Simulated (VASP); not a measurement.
# Bi (R-3m) in VASP: single point with PBEsol

Aim: the single point of Bi with PBEsol.

All numbers are computed with VASP 6.6.1; they aren't measurements. Logs are shortened: lines on timing, memory, paths and dates and some standing lists are left out, and cuts for length are marked.

### Step 1. The cell of the first run

The structure is trigonal, space group R-3m (No. 166). The conventional cell has a = 4.523 Å, b = 4.523 Å, c = 11.658 Å, α = 90.00°, β = 90.00°, γ = 120.00°. Within 4.1 Å of Bi (site symmetry 3m) lie 6 Bi at 3.08 to 3.45 Å.

### Step 2. Single point, PBEsol

INCAR reads:

```
PREC     = Accurate       # precision mode
ENCUT    = 520            # plane-wave cutoff, eV
EDIFF    = 1E-6           # SCF threshold, eV
ISMEAR   = -1             # smearing method
SIGMA    = 0.05           # smearing width, eV
LREAL    = False          # projectors in reciprocal space
LASPH    = True           # aspherical terms in the spheres
NELM     = 60             # most SCF steps
ALGO     = Normal         # electronic algorithm
ISIF     = 2              # what is computed and relaxed
LWAVE    = False          # write WAVECAR
LCHARG   = False          # write CHGCAR
GGA      = PS             # functional
NBANDS   = 22             # bands
```

KPOINTS reads:

```
Automatic mesh
0
Gamma
  14 14 14
```

POSCAR reads:

```
Bi
1.0
    2.2616506527      1.3057646131      3.8861662031
   -2.2616506527      1.3057646131      3.8861662031
    0.0000000000     -2.6115292262      3.8861662031
Bi
2
Direct
    0.7632556670      0.7632556670      0.7632556670
    0.2367443330      0.2367443330      0.2367443330
```

Potentials or basis: VASP PAW PBE potentials, release 64 (Bi_d).

On the command line:

```bash
cat potpaw_PBE.64/Bi_d/POTCAR > POTCAR
mpirun -np 1 vasp_std > vasp.out
```

OUTCAR:

```text
PREC = Accurate
   ENCUT = 520
   EDIFF = 1E-6
   ISMEAR = -1
   LREAL = False
   LASPH = True
   NELM = 60
   ISIF = 2
   GGA = PS

 ion  position               nearest neighbor table
   1  0.763  0.763  0.763-   2 3.08   2 3.08   2 3.08   2 3.45   2 3.45   2 3.45
   2  0.237  0.237  0.237-   1 3.08   1 3.08   1 3.08   1 3.45   1 3.45   1 3.45

  LATTYP: Found a trigonal (rhomboedric) cell.
 ALAT       =     4.6821333447
 COS(alpha) =     0.5333476212

  Lattice vectors:

 A1 = (   2.2616506527,   1.3057646131,   3.8861662031)
 A2 = (  -2.2616506527,   1.3057646131,   3.8861662031)
 A3 = (   0.0000000000,  -2.6115292262,   3.8861662031)

Analysis of symmetry for initial positions (statically):
=====================================================================
 Subroutine PRICEL returns:
 Original cell was already a primitive cell.

 Routine SETGRP: Setting up the symmetry group for a
 trigonal (rhombohedral) supercell.

 Subroutine GETGRP returns: Found 12 space group operations
 (whereof 12 operations were pure point group operations)
 out of a pool of 12 trial point group operations.

The static configuration has the point symmetry D_3d.

Analysis of symmetry for dynamics (positions and initial velocities):
=====================================================================
 Subroutine PRICEL returns:
 Original cell was already a primitive cell.

 Routine SETGRP: Setting up the symmetry group for a
 trigonal (rhombohedral) supercell.

 Subroutine GETGRP returns: Found 12 space group operations
 (whereof 12 operations were pure point group operations)
 out of a pool of 12 trial point group operations.

The dynamic configuration has the point symmetry D_3d.

 Subroutine INISYM returns: Found 12 space group operations
 (whereof 12 operations are pure point group operations),
 and found     1 'primitive' translations

----------------------------------------------------------------------------------------

                                     Primitive cell

  volume of cell :      68.8594

  direct lattice vectors                    reciprocal lattice vectors
     2.261650653  1.305764613  3.886166203     0.221077468  0.127639136  0.085774338
    -2.261650653  1.305764613  3.886166203    -0.221077468  0.127639136  0.085774338
     0.000000000 -2.611529226  3.886166203     0.000000000 -0.255278271  0.085774338

  length of vectors
     4.682133345  4.682133345  4.682133345     0.269303236  0.269303236  0.269303236

  position of ions in fractional coordinates (direct lattice)
     0.763255667  0.763255667  0.763255667
     0.236744333  0.236744333  0.236744333

  ion indices of the primitive-cell ions
   primitive index   ion index
                 1           1
                 2           2

----------------------------------------------------------------------------------------

 KPOINTS: Automatic mesh

Automatic generation of k-mesh.
 Grid dimensions read from file:
 generate k-points for:   14   14   14

 Generating k-lattice:

  Cartesian coordinates                     Fractional coordinates (reciprocal lattice)
     0.015791248  0.009117081  0.006126738     0.071428571  0.000000000 -0.000000000
    -0.015791248  0.009117081  0.006126738     0.000000000  0.071428571 -0.000000000
     0.000000000 -0.018234162  0.006126738    -0.000000000 -0.000000000  0.071428571

  Length of vectors
     0.019235945  0.019235945  0.019235945

  Shift w.r.t. Gamma in fractional coordinates (k-lattice)
     0.000000000  0.000000000  0.000000000

 Subroutine IBZKPT returns following result:
 ===========================================

 Found    288 irreducible k-points:

 Following reciprocal coordinates:
            Coordinates               Weight
  0.000000  0.000000  0.000000      1.000000
  0.071429  0.000000 -0.000000      6.000000
  0.142857  0.000000  0.000000      6.000000
  0.214286  0.000000  0.000000      6.000000
  0.285714  0.000000 -0.000000      6.000000
  0.357143  0.000000  0.000000      6.000000
[... 16 lines left out ...]
  0.214286  0.142857 -0.000000     12.000000
  0.285714  0.142857 -0.000000     12.000000
 [... further k-points ...]
   k-points           NKPTS =    288   k-points in BZ     NKDIM =    288   number of bands    NBANDS=     22
   number of dos      NEDOS =    301   number of ions     NIONS =      2
   total plane-waves  NPLWV =  46656
   dimension x,y,z NGX =    36 NGY =   36 NGZ =   36
   dimension x,y,z NGXF=    72 NGYF=   72 NGZF=   72
   ions per type =               2
   NGX,Y,Z   is equivalent  to a cutoff of  12.78, 12.78, 12.78 a.u.
   NGXF,Y,Z  is equivalent  to a cutoff of  25.56, 25.56, 25.56 a.u.
 SYSTEM =  unknown system
   PREC   = accura    normal or accurate (medium, high low for compatibility)
   ISTART =      0    job   : 0-new  1-cont  2-samecut
   ICHARG =      2    charge: 1-file 2-atom 10-const
   ISPIN  =      1    spin polarized calculation?
   LNONCOLLINEAR =      F non collinear calculations
   LSORBIT =      F    spin-orbit coupling
   LASPH  =      T    aspherical Exc in radial PAW
   ENCUT  =  520.0 eV  38.22 Ry    6.18 a.u.   8.71  8.71  8.71*2*pi/ulx,y,z
   NELM   =     60;   NELMIN=  2; NELMDL= -5     # of ELM steps
   EDIFF  = 0.1E-05   stopping-criterion for ELM
   LREAL  =      F    real-space projection
   EDIFFG = 0.1E-04   stopping-criterion for IOM
   NSW    =      0    number of steps for IOM
   IBRION =     -1    ionic relax: 0-MD 1-quasi-New 2-CG
   NFREE  =      0    steps in history (QN), initial steepest desc. (CG)
   ISIF   =      2    stress and relaxation
   ISYM   =      2    0-nonsym 1-usesym 2-fastsym
   POTIM  = 0.5000    time-step for ionic-motion
   TEBEG  =    0.0;   TEEND  =   0.0 temperature during run
   PSTRESS=    0.0 pullay stress
   NELECT =      30.0000    total number of electrons
   NUPDOWN=      -1.0000    fix difference up-down
   EMIN   =  10.00;   EMAX   =-10.00  energy-range for DOS
   EFERMI =   0.00;   METHOD = LEGACY
   ISMEAR =    -1;   SIGMA  =   0.05  broadening in eV -4-tet -1-fermi 0-gaus
   EFERMI_NEDOS =   21; number of points for ismear=-14 and -15
   IALGO  =     38    algorithm
   IMIX   =      4    mixing-type and parameters
     AMIX     =   0.40;   BMIX     =  1.00
     AMIX_MAG =   1.60;   BMIX_MAG =  1.00
  volume/ion in A,a.u.               =      34.43       232.34
  Fermi-wavevector in a.u.,A,eV,Ry     =   1.241064  2.345271 20.956241  1.540240
  Thomas-Fermi vector in A             =   2.375478
   LORBIT       =      0    0 simple, 1 ext, 2 COOP (PROOUT), +10 PAW based schemes
   GGA     = PS    functional components
   LHFCALC =     F    Hartree Fock is set to
   AEXX    =    0.0000 exact exchange contribution
   IVDW    =     0    specifies the selected vdW correction
   LEPSILON=     F    determine dielectric tensor
   LRPA    =     F    only Hartree local field effects (RPA)
 non-spin polarized calculation
  energy-cutoff  :      520.00
  volume of cell :       68.86
 maximum number of plane-waves:      1883
   NGX = 17   NGY = 17   NGZ = 17

 number of electron      30.0000005 magnetization

 Free energy of the ion-electron system (eV)
  ---------------------------------------------------
  ext. energy  EPLUGINS =         0.00000000
  ---------------------------------------------------
  free energy    TOTEN  =        -8.60416659 eV

  energy without entropy =       -8.60229588  energy(sigma->0) =       -8.60323123

 E-fermi :   6.4255     XC(G=0):  -9.8097

 val. band max:        6.4140470126   @ k =   0.4286   0.0000   0.0000
 cond. band min:       6.5192452590   @ k =  -0.4286   0.5000   0.4286
 fundamental gap:      0.1051982464
 Fermi energy:         6.4254690590

 k-point     1 :       0.0000    0.0000    0.0000
  band No.  band energies     occupation
      1     -16.4686      2.00000
      2     -16.4686      2.00000
      3     -16.3110      2.00000
      4     -16.3110      2.00000
      5     -16.3006      2.00000
      6     -16.1188      2.00000
[... 14 lines left out ...]
     21      12.0899      0.00000
     22      12.5663      0.00000

 k-point     2 :       0.0714    0.0000   -0.0000
  band No.  band energies     occupation
      1     -16.4642      2.00000
      2     -16.4635      2.00000
      3     -16.3091      2.00000
      4     -16.3081      2.00000
      5     -16.2980      2.00000
      6     -16.1211      2.00000
[... 14 lines left out ...]
     21      12.1463      0.00000
     22      13.0141      0.00000

 k-point     3 :       0.1429    0.0000    0.0000
  band No.  band energies     occupation
      1     -16.4514      2.00000
      2     -16.4483      2.00000
      3     -16.3036      2.00000
      4     -16.2995      2.00000
      5     -16.2900      2.00000
      6     -16.1285      2.00000
[... 14 lines left out ...]
     21      12.3675      0.00000
     22      14.0112      0.00000

 k-point     4 :       0.2143    0.0000    0.0000
  band No.  band energies     occupation
      1     -16.4312      2.00000
      2     -16.4239      2.00000
      3     -16.2956      2.00000
      4     -16.2860      2.00000
      5     -16.2768      2.00000
      6     -16.1415      2.00000
[... 14 lines left out ...]
     21      12.7922      0.00000
     22      15.2454      0.00000

 k-point     5 :       0.2857    0.0000   -0.0000
  band No.  band energies     occupation
      1     -16.4058      2.00000
      2     -16.3916      2.00000
      3     -16.2860      2.00000
      4     -16.2684      2.00000
      5     -16.2591      2.00000
      6     -16.1604      2.00000
[... 417 lines left out ...]
 k-point    22 :       0.1429    0.1429    0.0000
  band No.  band energies     occupation
      1     -16.4659      2.00000
      2     -16.4251      2.00000
      3     -16.3113      2.00000
      4     -16.2924      2.00000
      5     -16.2837      2.00000
      6     -16.1337      2.00000
[... 14 lines left out ...]
     21      12.9275      0.00000
     22      13.3239      0.00000

 k-point    23 :       0.2143    0.1429   -0.0000
  band No.  band energies     occupation
      1     -16.4599      2.00000
      2     -16.4019      2.00000
      3     -16.3093      2.00000
      4     -16.2831      2.00000
      5     -16.2724      2.00000
      6     -16.1442      2.00000
[... 14 lines left out ...]
     21      13.2739      0.00000
     22      13.8803      0.00000

 k-point    24 :       0.2857    0.1429   -0.0000
  band No.  band energies     occupation
      1     -16.4451      2.00000
      2     -16.3740      2.00000
      3     -16.3016      2.00000
      4     -16.2736      2.00000
      5     -16.2564      2.00000
      6     -16.1600      2.00000
[... 14 lines left out ...]
     21      13.8253      0.00000
     22      14.8748      0.00000

 [... further k-points ...]
[... 5 lines left out ...]
  --------------------------------------------------------------------------------------
  -------------------------------------------------------------------------------------
  Total       -0.0208108     -0.0208108     -0.0271435      0.0000000      0.0000000      0.0000000
  in kB       -0.4842123     -0.4842123     -0.6315590      0.0000000      0.0000000      0.0000000
  external PRESSURE =      -0.5333278 kB  Pullay stress =       0.0000000 kB

 VOLUME and BASIS-vectors are now :
 -----------------------------------------------------------------------------
  energy-cutoff  :      520.00
  volume of cell :       68.86
      direct lattice vectors                 reciprocal lattice vectors
     2.261650653  1.305764613  3.886166203     0.221077468  0.127639136  0.085774338
    -2.261650653  1.305764613  3.886166203    -0.221077468  0.127639136  0.085774338
     0.000000000 -2.611529226  3.886166203     0.000000000 -0.255278271  0.085774338

 POSITION                                       TOTAL-FORCE (eV/Angst)
 -----------------------------------------------------------------------------------
      0.00000      0.00000      8.89842         0.000000     -0.000000     -0.004727
      0.00000      0.00000      2.76008         0.000000      0.000000      0.004727
 -----------------------------------------------------------------------------------
    total drift:                               -0.000000     -0.000000      0.000000

  FREE ENERGIE OF THE ION-ELECTRON SYSTEM (eV)
  ---------------------------------------------------
  free  energy   TOTEN  =        -8.6041665867 eV

  energy  without entropy=       -8.6022958829  energy(sigma->0) =       -8.60323123
```

It took 5 min on 1 thread of AMD EPYC 7R43 (Zen 3), shared host; peak memory 0.42 GiB.

What came out:

```yaml
Free_energy: -8.6042 eV
Pressure: -0.1 GPa
Largest_force: 0.005 eV/Å
Band_gap_on_the_k_mesh: zero (bands 15 and 16 overlap by 0.25 eV)
```

Forces in eV/Å, atoms in the order of the input:
```
Bi   0.000  0.000 -0.005
Bi   0.000  0.000  0.005
```

Caveat: the PAW data sets were made with another functional, which shifts forces and pressure a little; spin-orbit coupling is left out, which moves the levels of the heavy elements.
